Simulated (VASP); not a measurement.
# Al (Fm-3m) in VASP: further runs

The runs below take Al through single point, relaxation of cell and atoms, with LDA.

Everything below comes from runs of VASP 6.6.1. Logs are shortened: lines on timing, memory, paths and dates and some standing lists are left out, and cuts for length are marked.

## 1. The cell of the first run

Symmetry: Fm-3m, No. 225, cubic system. Conventional cell: a = 3.976 Å, b = 3.976 Å, c = 3.976 Å, α = 90.00°, β = 90.00°, γ = 90.00°. Al (site symmetry m-3m) has 12 Al at 2.81 Å within 3.7 Å.

## 2. Single point, LDA

INCAR

```
  PREC = Accurate
  ENCUT = 500
  EDIFF = 1E-6
  ISMEAR = 0
  SIGMA = 0.05
  LREAL = F
  LASPH = T
  NELM = 120
  ALGO = Normal
  ISIF = 2
  LWAVE = F
  LCHARG = F
  GGA = CA
  NBANDS = 8
  GGA_COMPAT = F
```

KPOINTS

```
Automatic mesh
0
Gamma
  10 10 10
```

POSCAR

```
Al
1.0
    0.0000000000      1.9880412156      1.9880412156
    1.9880412156      0.0000000000      1.9880412156
    1.9880412156      1.9880412156      0.0000000000
Al
1
Direct
    0.0000000000      0.0000000000      0.0000000000
```

Potentials or basis: VASP PAW LDA potentials, release 64 (Al).

On the command line:

```bash
$ cat potpaw_LDA.64/Al/POTCAR > POTCAR
$ mpirun -np 1 vasp_std > vasp.out
```

OUTCAR:

```text
PREC = Accurate
   ENCUT = 500
   EDIFF = 1E-6
   ISMEAR = 0
   LREAL = F
   LASPH = T
   NELM = 120
   ISIF = 2
   GGA = CA

 ion  position               nearest neighbor table
   1  0.000  0.000  0.000-

  LATTYP: Found a face centered cubic cell.
 ALAT       =     3.9760824312

  Lattice vectors:

 A1 = (   0.0000000000,   1.9880412156,   1.9880412156)
 A2 = (   1.9880412156,   0.0000000000,   1.9880412156)
 A3 = (   1.9880412156,   1.9880412156,   0.0000000000)

Analysis of symmetry for initial positions (statically):
=====================================================================
 Subroutine PRICEL returns:
 Original cell was already a primitive cell.

 Routine SETGRP: Setting up the symmetry group for a
 face centered cubic supercell.

 Subroutine GETGRP returns: Found 48 space group operations
 (whereof 48 operations were pure point group operations)
 out of a pool of 48 trial point group operations.

The static configuration has the point symmetry O_h .

Analysis of symmetry for dynamics (positions and initial velocities):
=====================================================================
 Subroutine PRICEL returns:
 Original cell was already a primitive cell.

 Routine SETGRP: Setting up the symmetry group for a
 face centered cubic supercell.

 Subroutine GETGRP returns: Found 48 space group operations
 (whereof 48 operations were pure point group operations)
 out of a pool of 48 trial point group operations.

The dynamic configuration has the point symmetry O_h .

 Subroutine INISYM returns: Found 48 space group operations
 (whereof 48 operations are pure point group operations),
 and found     1 'primitive' translations

----------------------------------------------------------------------------------------

                                     Primitive cell

  volume of cell :      15.7147

  direct lattice vectors                    reciprocal lattice vectors
     0.000000000  1.988041216  1.988041216    -0.251503840  0.251503840  0.251503840
     1.988041216  0.000000000  1.988041216     0.251503840 -0.251503840  0.251503840
     1.988041216  1.988041216  0.000000000     0.251503840  0.251503840 -0.251503840

  length of vectors
     2.811514850  2.811514850  2.811514850     0.435617429  0.435617429  0.435617429

  position of ions in fractional coordinates (direct lattice)
     0.000000000  0.000000000  0.000000000

  ion indices of the primitive-cell ions
   primitive index   ion index
                 1           1

----------------------------------------------------------------------------------------

 KPOINTS: Automatic mesh

Automatic generation of k-mesh.
 Grid dimensions read from file:
 generate k-points for:   10   10   10

 Generating k-lattice:

  Cartesian coordinates                     Fractional coordinates (reciprocal lattice)
    -0.025150384  0.025150384  0.025150384     0.100000000  0.000000000  0.000000000
     0.025150384 -0.025150384  0.025150384     0.000000000  0.100000000  0.000000000
     0.025150384  0.025150384 -0.025150384     0.000000000  0.000000000  0.100000000

  Length of vectors
     0.043561743  0.043561743  0.043561743

  Shift w.r.t. Gamma in fractional coordinates (k-lattice)
     0.000000000  0.000000000  0.000000000

 Subroutine IBZKPT returns following result:
 ===========================================

 Found     47 irreducible k-points:

 Following reciprocal coordinates:
            Coordinates               Weight
  0.000000  0.000000  0.000000      1.000000
  0.100000  0.000000  0.000000      8.000000
  0.200000  0.000000  0.000000      8.000000
  0.300000  0.000000  0.000000      8.000000
  0.400000  0.000000  0.000000      8.000000
  0.500000  0.000000  0.000000      4.000000
[... 16 lines left out ...]
  0.300000  0.300000  0.000000      6.000000
  0.400000  0.300000  0.000000     24.000000
 [... further k-points ...]
   k-points           NKPTS =     47   k-points in BZ     NKDIM =     47   number of bands    NBANDS=      8
   number of dos      NEDOS =    301   number of ions     NIONS =      1
   total plane-waves  NPLWV =  13824
   dimension x,y,z NGX =    24 NGY =   24 NGZ =   24
   dimension x,y,z NGXF=    48 NGYF=   48 NGZF=   48
   ions per type =               1
   NGX,Y,Z   is equivalent  to a cutoff of  14.19, 14.19, 14.19 a.u.
   NGXF,Y,Z  is equivalent  to a cutoff of  28.38, 28.38, 28.38 a.u.
 SYSTEM =  unknown system
   PREC   = accura    normal or accurate (medium, high low for compatibility)
   ISTART =      0    job   : 0-new  1-cont  2-samecut
   ICHARG =      2    charge: 1-file 2-atom 10-const
   ISPIN  =      1    spin polarized calculation?
   LNONCOLLINEAR =      F non collinear calculations
   LSORBIT =      F    spin-orbit coupling
   LASPH  =      T    aspherical Exc in radial PAW
   ENCUT  =  500.0 eV  36.75 Ry    6.06 a.u.   5.13  5.13  5.13*2*pi/ulx,y,z
   NELM   =    120;   NELMIN=  2; NELMDL= -5     # of ELM steps
   EDIFF  = 0.1E-05   stopping-criterion for ELM
   LREAL  =      F    real-space projection
[... 7 lines left out ...]
   TEBEG  =    0.0;   TEEND  =   0.0 temperature during run
   PSTRESS=    0.0 pullay stress
   NELECT =       3.0000    total number of electrons
   NUPDOWN=      -1.0000    fix difference up-down
   EMIN   =  10.00;   EMAX   =-10.00  energy-range for DOS
   EFERMI =   0.00;   METHOD = LEGACY
   ISMEAR =     0;   SIGMA  =   0.05  broadening in eV -4-tet -1-fermi 0-gaus
   EFERMI_NEDOS =   21; number of points for ismear=-14 and -15
   IALGO  =     38    algorithm
   IMIX   =      4    mixing-type and parameters
     AMIX     =   0.40;   BMIX     =  1.00
     AMIX_MAG =   1.60;   BMIX_MAG =  1.00
  volume/ion in A,a.u.               =      15.71       106.05
  Fermi-wavevector in a.u.,A,eV,Ry     =   0.942641  1.781334 12.089768  0.888573
  Thomas-Fermi vector in A             =   2.070271
   LORBIT       =      0    0 simple, 1 ext, 2 COOP (PROOUT), +10 PAW based schemes
   GGA     = CA    functional components
   LHFCALC =     F    Hartree Fock is set to
   AEXX    =    0.0000 exact exchange contribution
   IVDW    =     0    specifies the selected vdW correction
   LEPSILON=     F    determine dielectric tensor
   LRPA    =     F    only Hartree local field effects (RPA)
 non-spin polarized calculation
 Gauss-broadening in eV      SIGMA  =   0.05
  energy-cutoff  :      500.00
  volume of cell :       15.71
 maximum number of plane-waves:       411
 NGX is ok and might be reduce to    24
   NGX = 11   NGY = 11   NGZ = 11

 number of electron       3.0000000 magnetization

 Free energy of the ion-electron system (eV)
  ---------------------------------------------------
  ext. energy  EPLUGINS =         0.00000000
  ---------------------------------------------------
  free energy    TOTEN  =        -4.17203577 eV

  energy without entropy =       -4.17052787  energy(sigma->0) =       -4.17128182

 E-fermi :   8.4192     XC(G=0): -10.5266

 val. band max:        8.3967558907   @ k =  -0.4000   0.4000   0.1000
 cond. band min:       8.4199618158   @ k =  -0.4000   0.4000   0.0000
 fundamental gap:      0.0232059252
 Fermi energy:         8.4192328005

 k-point     1 :       0.0000    0.0000    0.0000
  band No.  band energies     occupation
      1      -3.1348      2.00000
      2      21.1423      0.00000
      3      21.1423      0.00000
      4      21.1423      0.00000
      5      22.8416      0.00000
      6      22.8416      0.00000
      7      22.8416      0.00000
      8      25.2754      0.00000

 k-point     2 :       0.1000    0.0000    0.0000
  band No.  band energies     occupation
      1      -2.8549      2.00000
      2      17.8445      0.00000
      3      20.4546      0.00000
      4      20.4546      0.00000
      5      23.4986      0.00000
      6      23.9466      0.00000
      7      23.9466      0.00000
      8      26.7854      0.00000

 k-point     3 :       0.2000    0.0000    0.0000
  band No.  band energies     occupation
      1      -2.0187      2.00000
      2      13.7642      0.00000
      3      19.7024      0.00000
      4      19.7024      0.00000
      5      23.2176      0.00000
      6      24.3079      0.00000
      7      24.3079      0.00000
      8      26.4300      0.00000

 k-point     4 :       0.3000    0.0000    0.0000
  band No.  band energies     occupation
      1      -0.6366      2.00000
      2       9.9833      0.00000
      3      19.3520      0.00000
      4      19.3520      0.00000
      5      22.5136      0.00000
      6      22.5136      0.00000
      7      23.0476      0.00000
      8      26.7330      0.00000

 k-point     5 :       0.4000    0.0000    0.0000
  band No.  band energies     occupation
      1       1.2747      2.00000
      2       6.6164      2.00000
      3      19.4510      0.00000
      4      19.4510      0.00000
      5      21.0403      0.00000
      6      21.0403      0.00000
      7      23.2705      0.00000
      8      25.1545      0.00000
[... 177 lines left out ...]
 k-point    22 :      -0.2000    0.2000    0.0000
  band No.  band energies     occupation
      1      -0.1791      2.00000
      2      11.4282      0.00000
      3      13.0195      0.00000
      4      19.7614      0.00000
      5      21.8636      0.00000
      6      24.0260      0.00000
      7      25.1550      0.00000
      8      26.2021      0.00000

 k-point    23 :       0.3000    0.3000    0.0000
  band No.  band energies     occupation
      1       0.1849      2.00000
      2      14.3336      0.00000
      3      15.0785      0.00000
      4      15.3198      0.00000
      5      15.3198      0.00000
      6      19.0380      0.00000
      7      31.0321      0.00000
      8      32.2552      0.00000

 k-point    24 :       0.4000    0.3000    0.0000
  band No.  band energies     occupation
      1       1.5415      2.00000
      2      11.8049      0.00000
      3      12.3046      0.00000
      4      14.9304      0.00000
      5      16.2420      0.00000
      6      19.9960      0.00000
      7      30.3565      0.00000
      8      32.6841      0.00000

 [... further k-points ...]
[... 5 lines left out ...]
  --------------------------------------------------------------------------------------
  -------------------------------------------------------------------------------------
  Total        0.0085998      0.0085998      0.0085998      0.0000000     -0.0000000     -0.0000000
  in kB        0.8767866      0.8767866      0.8767866      0.0000000     -0.0000000     -0.0000000
  external PRESSURE =       0.8767866 kB  Pullay stress =       0.0000000 kB

 VOLUME and BASIS-vectors are now :
 -----------------------------------------------------------------------------
  energy-cutoff  :      500.00
  volume of cell :       15.71
      direct lattice vectors                 reciprocal lattice vectors
     0.000000000  1.988041216  1.988041216    -0.251503840  0.251503840  0.251503840
     1.988041216  0.000000000  1.988041216     0.251503840 -0.251503840  0.251503840
     1.988041216  1.988041216  0.000000000     0.251503840  0.251503840 -0.251503840

 POSITION                                       TOTAL-FORCE (eV/Angst)
 -----------------------------------------------------------------------------------
      0.00000      0.00000      0.00000         0.000000      0.000000      0.000000
 -----------------------------------------------------------------------------------
    total drift:                                0.000000      0.000000      0.000000

  FREE ENERGIE OF THE ION-ELECTRON SYSTEM (eV)
  ---------------------------------------------------
  free  energy   TOTEN  =        -4.1720357696 eV

  energy  without entropy=       -4.1705278680  energy(sigma->0) =       -4.17128182
```

It took 2.9 s on 1 thread of AMD EPYC 9R45 (Zen 5), shared host; peak memory 0.09 GiB.

What came out:

- Free energy: -4.1720 eV
- Pressure: 0.1 GPa
- Band gap on the k mesh: zero (an odd number of electrons rules out a gap without spin polarisation)

## 3. Relaxation of cell and atoms, LDA

This run uses another cell than the first one, of 16.61 Å³/atom.

INCAR

```
SYSTEM = Al
PREC = Accurate
ENCUT = 500
EDIFF = 1E-7
ISMEAR = 0
SIGMA = 0.05
LREAL = .False.
LASPH = .True.
NELM = 120
ALGO = Normal
ISIF = 3
LWAVE = .False.
LCHARG = .False.
IBRION = 2
NSW = 80
EDIFFG = -0.01
GGA_COMPAT = .False.
NELMIN = 4
```

KPOINTS

```
regular mesh
0
Gamma
  10 10 10
  0 0 0
```

POSCAR

```
Al
1.0
    0.0000000000      2.0250000000      2.0250000000
    2.0250000000      0.0000000000      2.0250000000
    2.0250000000      2.0250000000      0.0000000000
Al
1
Direct
    0.0000000000      0.0000000000      0.0000000000
```

Potentials or basis: VASP PAW LDA potentials, release 64 (Al).

On the command line:

```bash
$ cat potpaw_LDA.64/Al/POTCAR > POTCAR
$ mpirun -np 1 vasp_std > vasp.out
```

Run time: 3.2 s. Hardware: 1 thread of AMD EPYC 9R45 (Zen 5), shared host; peak memory 0.09 GiB.

Results (log left out):

| Property | Result |
| --- | --- |
| Free energy | -4.1721 eV |
| Relaxed volume | 15.73 Å³/atom |
| Relaxed cell | a = 2.813 Å, b = 2.813 Å, c = 2.813 Å, α = 60.00°, β = 60.00°, γ = 60.00° |
| Space group after relaxing (to 0.1 Å) | Fm-3m (No. 225) |
| Energy gained by relaxing | 10.6 meV/atom |
| Ionic steps | 2 |
| Pressure after relaxing | 0.0 GPa |
| Band gap on the k mesh | zero (an odd number of electrons rules out a gap without spin polarisation) |

Step by step:
| step | energy change (eV) | largest force (eV/Å) | pressure (GPa) | volume (Å³) |
| --- | --- | --- | --- | --- |
| 1 | 0.0000 | 0.0000 | -3.57 | 16.61 |
| 2 | -0.0106 | 0.0000 | -0.01 | 15.73 |

Final structure:
```
Al
1.0
     0.00000    1.98889    1.98889
     1.98889    0.00000    1.98889
     1.98889    1.98889    0.00000
Al
1
Direct
  0.00000 0.00000 0.00000
```

Levels at points of the mesh, in eV from the Fermi level:
```csv
k point,band 1,band 2,band 3,band 4
"(0.00, 0.00, 0.00)",-11.55,12.72,12.72,12.72
"(0.50, 0.00, 0.00)",-4.85,-4.58,11.54,11.63
"(0.50, 0.50, 0.00)",-3.13,-1.74,5.19,5.64
```
